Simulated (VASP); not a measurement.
## Bi2Te: single point with PBE

Bi2Te:

```xyz
6
Lattice="-4.1733 4.1733 3.1079 4.1733 -4.1733 3.1079 4.1733 4.1733 -3.1079" Properties=species:S:1:pos:R:3 pbc="T T T"
Bi    4.1737    2.0866    0.7770
Bi   -0.0004    2.0866    3.8849
Bi    2.0866    4.1729   -0.7770
Bi    2.0866    0.0004    2.3309
Te    0.0000    0.0000    0.0000
Te    0.0000    4.1733    1.5540
```

* Program: VASP 6.6.1
* Task: single point
* Functional: PBE
* Potentials or basis: VASP PAW PBE potentials, release 64 (Bi_d, Te)
* Cutoff: 520 eV
* k mesh: 8 × 8 × 8
* Occupations: gaussian, width 0.1 eV
* Spin: no spin polarisation
* Dipole correction: no
* Further INCAR settings: ALGO = Fast; EDIFF = 1e-07; NBANDS = 45

The pressure is 0.0 GPa and the band gap on the k mesh is zero (bands 36 and 37 overlap by 0.21 eV).

Levels at points of the mesh, in eV from the Fermi level:
```
           k point  band 33  band 34  band 35  band 36  band 37  band 38  band 39  band 40
(0.00, 0.00, 0.00)    -2.21    -1.91    -1.91    -1.15     2.00     2.51     2.51     3.14
(0.50, 0.00, 0.00)    -1.54    -0.96    -0.10     0.04     0.15     0.35     1.01     2.32
(0.50, 0.50, 0.00)    -0.96    -0.96    -0.85    -0.85    -0.05    -0.05     1.69     1.69
(0.50, 0.50, 0.50)    -0.23    -0.23    -0.16    -0.16     0.04     0.04     0.49     0.49
```

Run time: 5.9 min on 1 thread of Intel(R) Xeon(R) 6975P-C (Granite Rapids), with other jobs on the host, peak memory 0.64 GiB.

Caveat: spin-orbit coupling is left out, which moves the levels of the heavy elements.
